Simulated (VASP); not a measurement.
Here is a VASP 6.6.1 calculation.

Contents of INCAR:

```
ALGO = Normal ; EDIFF = 1E-6
ENCUT = 520 ; GGA = PE
ISIF = 2 ; ISMEAR = -1
LASPH = True ; LCHARG = False
LREAL = False ; LWAVE = False
NBANDS = 71 ; NELM = 80
PREC = Accurate ; SIGMA = 0.06122561905347299
```

The input KPOINTS:

```
k-points
0
Gamma
  10 10 10
```

POSCAR

```
Sn2O5
1.0
    5.2456385494      0.0000000000      0.0000000000
    0.0000000000      5.2456385494      0.0000000000
    0.0000000000      0.0000000000      5.2456385494
Sn O
4 10
Direct
    0.0000000000      0.0000000000      0.0000000000
    0.5000000000      0.5000000000      0.0000000000
    0.5000000000      0.0000000000      0.5000000000
    0.0000000000      0.5000000000      0.5000000000
    0.5000000000      0.0000000000      0.0000000000
    0.0000000000      0.5000000000      0.0000000000
    0.0000000000      0.0000000000      0.5000000000
    0.5000000000      0.5000000000      0.5000000000
    0.7500000000      0.7500000000      0.2500000000
    0.7500000000      0.2500000000      0.7500000000
    0.2500000000      0.7500000000      0.7500000000
    0.7500000000      0.2500000000      0.2500000000
    0.2500000000      0.7500000000      0.2500000000
    0.2500000000      0.2500000000      0.7500000000
```

Potentials or basis: VASP PAW PBE potentials, release 64 (Sn_d, O).

Launch:

```console
$ cat potpaw_PBE.64/Sn_d/POTCAR potpaw_PBE.64/O/POTCAR > POTCAR
$ mpirun -np 1 vasp_std > vasp.out
```

Question: What does it give for the band gap on the k mesh?

Answer: Zero (bands 58 and 59 overlap by 0.27 eV).

Question: What does it give for the pressure?

Answer: 10.6 GPa.

Caveat: the cell stands under pressure; semilocal functionals underestimate gaps, so a narrow gap can read as zero; spin-orbit coupling is left out, which moves the levels of the heavy elements.
